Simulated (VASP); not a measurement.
# WSe2 in VASP: notebook

The runs below take WSe2 through single point, with PBE.

Program: VASP 6.6.1. These are calculated values, not measurements. Logs are shortened: lines on timing, memory, paths and dates and some standing lists are left out, and cuts for length are marked.

## 1. The cell of the first run

The cell holds a slab with vacuum, 12 atoms: a = 3.318 Å, b = 3.318 Å, c = 36.418 Å, α = 90.00°, β = 90.00°, γ = 120.00°.

## 2. Single point, PBE

The input, INCAR:

```
SYSTEM = WSe2
PREC     = Accurate       ! precision mode
ENCUT    = 520            ! plane-wave cutoff, eV
EDIFF    = 1E-6           ! SCF threshold, eV
ISMEAR   = 0              ! smearing method
SIGMA    = 0.02           ! smearing width, eV
LREAL    = .False.        ! projectors in reciprocal space
LASPH    = .True.         ! aspherical terms in the spheres
NELM     = 60             ! most SCF steps
ALGO     = Normal         ! electronic algorithm
ISIF     = 2              ! what is computed and relaxed
LWAVE    = .False.        ! write WAVECAR
LCHARG   = .False.        ! write CHGCAR
GGA      = PE             ! functional
NBANDS   = 64             ! bands
```

The input, KPOINTS:

```
Automatic mesh
0
Gamma
  12 12 1
  0 0 0
```

The input, POSCAR:

```
WSe2
1.0
    3.3178488582      0.0000000000      0.0000000000
   -1.6589244291      2.8733413971      0.0000000000
    0.0000000000      0.0000000000     36.4183073100
W Se
4 8
Direct
    0.6666666667      0.3333333333      0.8959955642
    0.6666666667      0.3333333333      0.3130238112
    0.3333333333      0.6666666667      0.6869761888
    0.3333333333      0.6666666667      0.1040044358
    0.3333333333      0.6666666667      0.9421070732
    0.3333333333      0.6666666667      0.3591308051
    0.6666666667      0.3333333333      0.7330891302
    0.6666666667      0.3333333333      0.1501156327
    0.3333333333      0.6666666667      0.8498843673
    0.3333333333      0.6666666667      0.2669108698
    0.6666666667      0.3333333333      0.6408691949
    0.6666666667      0.3333333333      0.0578929268
```

Potentials or basis: VASP PAW PBE potentials, release 64 (W_sv, Se).

Command:

```bash
> cat potpaw_PBE.64/W_sv/POTCAR potpaw_PBE.64/Se/POTCAR > POTCAR
> mpirun -np 1 vasp_std > vasp.out
```

OUTCAR:

```text
SYSTEM = WSe2
   PREC = Accurate
   ENCUT = 520
   EDIFF = 1E-6
   ISMEAR = 0
   LREAL = .False.
   LASPH = .True.
   NELM = 60
   ISIF = 2
   GGA = PE

 ion  position               nearest neighbor table
   1  0.667  0.333  0.896-   9 2.55   9 2.55   9 2.55   5 2.55   5 2.55   5 2.55
   2  0.667  0.333  0.313-   6 2.55   6 2.55   6 2.55  10 2.55  10 2.55  10 2.55
   3  0.333  0.667  0.687-  11 2.55  11 2.55  11 2.55   7 2.55   7 2.55   7 2.55
   4  0.333  0.667  0.104-   8 2.55   8 2.55   8 2.55  12 2.55  12 2.55  12 2.55
   5  0.333  0.667  0.942-   1 2.55   1 2.55   1 2.55
   6  0.333  0.667  0.359-   2 2.55   2 2.55   2 2.55
   7  0.667  0.333  0.733-   3 2.55   3 2.55   3 2.55
   8  0.667  0.333  0.150-   4 2.55   4 2.55   4 2.55
   9  0.333  0.667  0.850-   1 2.55   1 2.55   1 2.55
  10  0.333  0.667  0.267-   2 2.55   2 2.55   2 2.55
  11  0.667  0.333  0.641-   3 2.55   3 2.55   3 2.55
  12  0.667  0.333  0.058-   4 2.55   4 2.55   4 2.55

  LATTYP: Found a hexagonal cell.
 ALAT       =     3.3178488582
 C/A-ratio  =    10.9764817104

  Lattice vectors:

 A1 = (   3.3178488582,   0.0000000000,   0.0000000000)
 A2 = (  -1.6589244291,   2.8733413971,   0.0000000000)
 A3 = (   0.0000000000,   0.0000000000,  36.4183073100)

Analysis of symmetry for initial positions (statically):
=====================================================================
 Subroutine PRICEL returns:
 Original cell was already a primitive cell.

 Routine SETGRP: Setting up the symmetry group for a
 hexagonal supercell.

 Subroutine GETGRP returns: Found 12 space group operations
 (whereof 12 operations were pure point group operations)
 out of a pool of 24 trial point group operations.

The static configuration has the point symmetry D_3d.

Analysis of symmetry for dynamics (positions and initial velocities):
=====================================================================
 Subroutine PRICEL returns:
 Original cell was already a primitive cell.

 Routine SETGRP: Setting up the symmetry group for a
 hexagonal supercell.

 Subroutine GETGRP returns: Found 12 space group operations
 (whereof 12 operations were pure point group operations)
 out of a pool of 24 trial point group operations.

The dynamic configuration has the point symmetry D_3d.

 Subroutine INISYM returns: Found 12 space group operations
 (whereof 12 operations are pure point group operations),
 and found     1 'primitive' translations

----------------------------------------------------------------------------------------

                                     Primitive cell

  volume of cell :     347.1871

  direct lattice vectors                    reciprocal lattice vectors
     3.317848858  0.000000000  0.000000000     0.301400107  0.174013433  0.000000000
    -1.658924429  2.873341397  0.000000000     0.000000000  0.348026866  0.000000000
     0.000000000  0.000000000 36.418307310     0.000000000  0.000000000  0.027458717

  length of vectors
     3.317848858  3.317848858 36.418307310     0.348026866  0.348026866  0.027458717

  position of ions in fractional coordinates (direct lattice)
     0.666666667  0.333333333  0.895995564
     0.666666667  0.333333333  0.313023811
     0.333333333  0.666666667  0.686976189
     0.333333333  0.666666667  0.104004436
     0.333333333  0.666666667  0.942107073
     0.333333333  0.666666667  0.359130805
     0.666666667  0.333333333  0.733089130
     0.666666667  0.333333333  0.150115633
     0.333333333  0.666666667  0.849884367
     0.333333333  0.666666667  0.266910870
     0.666666667  0.333333333  0.640869195
     0.666666667  0.333333333  0.057892927

  ion indices of the primitive-cell ions
   primitive index   ion index
                 1           1
                 2           2
                 3           3
                 4           4
                 5           5
                 6           6
                 7           7
                 8           8
                 9           9
                10          10
                11          11
                12          12

----------------------------------------------------------------------------------------

 KPOINTS: Automatic mesh

Automatic generation of k-mesh.
 Grid dimensions read from file:
 generate k-points for:   12   12    1

 Generating k-lattice:

  Cartesian coordinates                     Fractional coordinates (reciprocal lattice)
     0.025116676  0.014501119  0.000000000     0.083333333  0.000000000  0.000000000
     0.000000000  0.029002239  0.000000000     0.000000000  0.083333333  0.000000000
     0.000000000  0.000000000  0.027458717     0.000000000  0.000000000  1.000000000

  Length of vectors
     0.029002239  0.029002239  0.027458717

  Shift w.r.t. Gamma in fractional coordinates (k-lattice)
     0.000000000  0.000000000  0.000000000

 Subroutine IBZKPT returns following result:
 ===========================================

 Found     19 irreducible k-points:

 Following reciprocal coordinates:
            Coordinates               Weight
  0.000000  0.000000  0.000000      1.000000
  0.083333  0.000000  0.000000      6.000000
  0.166667  0.000000  0.000000      6.000000
  0.250000  0.000000  0.000000      6.000000
  0.333333  0.000000  0.000000      6.000000
  0.416667  0.000000  0.000000      6.000000
[... 11 lines left out ...]
  0.333333  0.250000  0.000000     12.000000
  0.333333  0.333333  0.000000      2.000000
   k-points           NKPTS =     19   k-points in BZ     NKDIM =     19   number of bands    NBANDS=     64
   number of dos      NEDOS =    301   number of ions     NIONS =     12
   total plane-waves  NPLWV = 219520
   dimension x,y,z NGX =    28 NGY =   28 NGZ =  280
   dimension x,y,z NGXF=    56 NGYF=   56 NGZF=  560
   ions per type =               4   8
   NGX,Y,Z   is equivalent  to a cutoff of  14.03, 14.03, 12.78 a.u.
   NGXF,Y,Z  is equivalent  to a cutoff of  28.06, 28.06, 25.56 a.u.
 SYSTEM =  WSe2
   PREC   = accura    normal or accurate (medium, high low for compatibility)
   ISTART =      0    job   : 0-new  1-cont  2-samecut
   ICHARG =      2    charge: 1-file 2-atom 10-const
   ISPIN  =      1    spin polarized calculation?
   LNONCOLLINEAR =      F non collinear calculations
   LSORBIT =      F    spin-orbit coupling
   LASPH  =      T    aspherical Exc in radial PAW
   ENCUT  =  520.0 eV  38.22 Ry    6.18 a.u.   6.17  6.17 67.71*2*pi/ulx,y,z
   NELM   =     60;   NELMIN=  2; NELMDL= -5     # of ELM steps
   EDIFF  = 0.1E-05   stopping-criterion for ELM
   LREAL  =      F    real-space projection
   EDIFFG = 0.1E-04   stopping-criterion for IOM
   NSW    =      0    number of steps for IOM
   IBRION =     -1    ionic relax: 0-MD 1-quasi-New 2-CG
   NFREE  =      0    steps in history (QN), initial steepest desc. (CG)
   ISIF   =      2    stress and relaxation
   ISYM   =      2    0-nonsym 1-usesym 2-fastsym
   POTIM  = 0.5000    time-step for ionic-motion
   TEBEG  =    0.0;   TEEND  =   0.0 temperature during run
   PSTRESS=    0.0 pullay stress
   NELECT =     104.0000    total number of electrons
   NUPDOWN=      -1.0000    fix difference up-down
   EMIN   =  10.00;   EMAX   =-10.00  energy-range for DOS
   EFERMI =   0.00;   METHOD = LEGACY
   ISMEAR =     0;   SIGMA  =   0.02  broadening in eV -4-tet -1-fermi 0-gaus
   EFERMI_NEDOS =   21; number of points for ismear=-14 and -15
   IALGO  =     38    algorithm
   IMIX   =      4    mixing-type and parameters
     AMIX     =   0.40;   BMIX     =  1.00
     AMIX_MAG =   1.60;   BMIX_MAG =  1.00
  volume/ion in A,a.u.               =      28.93       195.24
  Fermi-wavevector in a.u.,A,eV,Ry     =   1.095380  2.069968 16.325046  1.199857
  Thomas-Fermi vector in A             =   2.231702
   LORBIT       =      0    0 simple, 1 ext, 2 COOP (PROOUT), +10 PAW based schemes
   GGA     = PE    functional components
   LHFCALC =     F    Hartree Fock is set to
   AEXX    =    0.0000 exact exchange contribution
   IVDW    =     0    specifies the selected vdW correction
   LEPSILON=     F    determine dielectric tensor
   LRPA    =     F    only Hartree local field effects (RPA)
 non-spin polarized calculation
 Gauss-broadening in eV      SIGMA  =   0.02
  energy-cutoff  :      520.00
  volume of cell :      347.19
 maximum number of plane-waves:      9402
 NGX is ok and might be reduce to    28
   NGX = 13   NGY = 13   NGZ =135

 number of electron     103.9999999 magnetization

 Free energy of the ion-electron system (eV)
  ---------------------------------------------------
  ext. energy  EPLUGINS =         0.00000000
  ---------------------------------------------------
  free energy    TOTEN  =       -86.50757331 eV

  energy without entropy =      -86.50757331  energy(sigma->0) =      -86.50757331

 E-fermi :   2.7678     XC(G=0):  -8.1581

 val. band max:        2.6717616118   @ k =   0.3333   0.3333   0.0000
 cond. band min:       4.1753713600   @ k =   0.1667   0.1667   0.0000
 fundamental gap:      1.5036097482
 Fermi energy:         2.7677914711

 k-point     1 :       0.0000    0.0000    0.0000
  band No.  band energies     occupation
      1     -71.4254      2.00000
      2     -71.4254      2.00000
      3     -71.4251      2.00000
      4     -71.4251      2.00000
      5     -35.6461      2.00000
      6     -35.6461      2.00000
[... 56 lines left out ...]
     63       5.7254      0.00000
     64       5.7290      0.00000

 k-point     2 :       0.0833    0.0000    0.0000
  band No.  band energies     occupation
      1     -71.4248      2.00000
      2     -71.4248      2.00000
      3     -71.4245      2.00000
      4     -71.4245      2.00000
      5     -35.6434      2.00000
      6     -35.6434      2.00000
[... 1128 lines left out ...]
     63       5.8494      0.00000
     64       5.8781      0.00000

 k-point    19 :       0.3333    0.3333    0.0000
  band No.  band energies     occupation
      1     -71.4152      2.00000
      2     -71.4152      2.00000
      3     -71.4150      2.00000
      4     -71.4150      2.00000
      5     -35.6986      2.00000
      6     -35.6986      2.00000
[... 56 lines left out ...]
     63       6.0978      0.00000
     64       6.0978      0.00000

------------------------ aborting loop because EDIFF is reached ----------------------------------------

  FORCE on cell =-STRESS in cart. coord.  units (eV):
  Direction    XX          YY          ZZ          XY          YZ          ZX
  --------------------------------------------------------------------------------------
  -------------------------------------------------------------------------------------
  Total        0.6741028      0.6741028      0.5623127      0.0000000      0.0000000      0.0000000
  in kB        3.1108074      3.1108074      2.5949254      0.0000000      0.0000000      0.0000000
  external PRESSURE =       2.9388467 kB  Pullay stress =       0.0000000 kB

 VOLUME and BASIS-vectors are now :
 -----------------------------------------------------------------------------
  energy-cutoff  :      520.00
  volume of cell :      347.19
      direct lattice vectors                 reciprocal lattice vectors
     3.317848858  0.000000000  0.000000000     0.301400107  0.174013433  0.000000000
    -1.658924429  2.873341397  0.000000000     0.000000000  0.348026866  0.000000000
     0.000000000  0.000000000 36.418307310     0.000000000  0.000000000  0.027458717

 POSITION                                       TOTAL-FORCE (eV/Angst)
 -----------------------------------------------------------------------------------
      1.65892      0.95778     32.63064         0.000000      0.000000     -0.000014
      1.65892      0.95778     11.39980         0.000000     -0.000000      0.000221
     -0.00000      1.91556     25.01851        -0.000000      0.000000     -0.000221
     -0.00000      1.91556      3.78767        -0.000000     -0.000000      0.000014
     -0.00000      1.91556     34.30994         0.000000      0.000000      0.043655
     -0.00000      1.91556     13.07894         0.000000     -0.000000      0.043831
      1.65892      0.95778     26.69787         0.000000     -0.000000      0.043443
      1.65892      0.95778      5.46696        -0.000000     -0.000000      0.044096
     -0.00000      1.91556     30.95135         0.000000      0.000000     -0.044096
     -0.00000      1.91556      9.72044         0.000000      0.000000     -0.043443
      1.65892      0.95778     23.33937         0.000000     -0.000000     -0.043831
      1.65892      0.95778      2.10836         0.000000     -0.000000     -0.043655
 -----------------------------------------------------------------------------------
    total drift:                                0.000000     -0.000000      0.000000

  FREE ENERGIE OF THE ION-ELECTRON SYSTEM (eV)
  ---------------------------------------------------
  free  energy   TOTEN  =       -86.5075733116 eV

  energy  without entropy=      -86.5075733116  energy(sigma->0) =      -86.50757331
```

Run time: 9.2 min. Hardware: 1 thread of Intel Xeon 6975P-C (Granite Rapids), shared host; peak memory 0.69 GiB.

Results:

| Item | Value |
| --- | --- |
| Free energy | -86.5076 eV |
| Largest force | 0.044 eV/Å |
| Band gap on the k mesh | 1.50 eV (least direct gap 1.54 eV) |

Forces in eV/Å, atoms in the order of the input:
```
W    0.000  0.000  0.000
W    0.000  0.000  0.000
W    0.000  0.000  0.000
W    0.000  0.000  0.000
Se   0.000  0.000  0.044
Se   0.000  0.000  0.044
Se   0.000  0.000  0.043
Se   0.000  0.000  0.044
Se   0.000  0.000 -0.044
Se   0.000  0.000 -0.043
Se   0.000  0.000 -0.044
Se   0.000  0.000 -0.044
```

Levels at points of the mesh, in eV from the valence-band top:
```
           k point  band 48  band 49  band 50  band 51  band 52  band 53  band 54  band 55  band 56  band 57
(0.00, 0.00, 0.00)    -1.24    -0.51    -0.38    -0.24    -0.13     2.88     2.88     2.89     2.89     2.89
(0.50, 0.00, 0.00)    -1.00    -0.97    -0.96    -0.96    -0.95     2.34     2.34     2.34     2.34     2.66
```

Caveat: spin-orbit coupling is left out, which moves the levels of the heavy elements.

## 3. Single point, PBE

The input, INCAR:

```
PREC = Accurate
ENCUT = 520
EDIFF = 1E-7
ISMEAR = 0
SIGMA = 0.1
LREAL = False
LASPH = True
NELM = 60
ALGO = Normal
ISIF = 2
LWAVE = False
LCHARG = True
GGA = PE
LELF = True
LVHAR = True
NBANDS = 64
```

The input, KPOINTS:

```
regular mesh
0
Gamma
  6 6 1
```

The input, POSCAR:

```
WSe2
1.0
    3.3178488582      0.0000000000      0.0000000000
   -1.6589244291      2.8733413971      0.0000000000
    0.0000000000      0.0000000000     36.4183073100
W Se
4 8
Direct
    0.6666666700      0.3333333300      0.9061104700
    0.6666666700      0.3333333300      0.2804680000
    0.3333333300      0.6666666700      0.7195320000
    0.3333333300      0.6666666700      0.0938895300
    0.3333333300      0.6666666700      0.9517867400
    0.3333333300      0.6666666700      0.3261068200
    0.6666666700      0.3333333300      0.7652045500
    0.6666666700      0.3333333300      0.1395502000
    0.3333333300      0.6666666700      0.8604498000
    0.3333333300      0.6666666700      0.2347954500
    0.6666666700      0.3333333300      0.6738931800
    0.6666666700      0.3333333300      0.0482132600
```

Potentials or basis: VASP PAW PBE potentials, release 64 (W_sv, Se).

Command:

```bash
> cat potpaw_PBE.64/W_sv/POTCAR potpaw_PBE.64/Se/POTCAR > POTCAR
> mpirun -np 1 vasp_std > vasp.out
```

Wall time 4.8 min (1 thread of Intel Xeon Platinum 8559C (Emerald Rapids), shared host); peak memory 0.52 GiB.

It converged, with:

* Free energy: -86.4352 eV
* Largest force: 0.344 eV/Å
* Band gap on the k mesh: 1.30 eV (least direct gap 1.47 eV)

Forces on the atoms (eV/Å):
```
W    0.000  0.000  0.010
W    0.000  0.000  0.004
W    0.000  0.000 -0.004
W    0.000  0.000 -0.010
Se   0.000  0.000  0.295
Se   0.000  0.000  0.344
Se   0.000  0.000  0.294
Se   0.000  0.000  0.298
Se   0.000  0.000 -0.298
Se   0.000  0.000 -0.294
Se   0.000  0.000 -0.344
Se   0.000  0.000 -0.295
```

Levels at points of the mesh, in eV from the valence-band top:
```tsv
k point	band 48	band 49	band 50	band 51	band 52	band 53	band 54	band 55	band 56	band 57
(0.00, 0.00, 0.00)	-1.44	-0.69	-0.40	-0.14	0.00	2.74	2.74	2.74	2.74	2.75
(0.50, 0.00, 0.00)	-1.17	-1.14	-1.13	-1.12	-1.11	2.17	2.18	2.19	2.19	2.48
```

Caveat: spin-orbit coupling is left out, which moves the levels of the heavy elements.
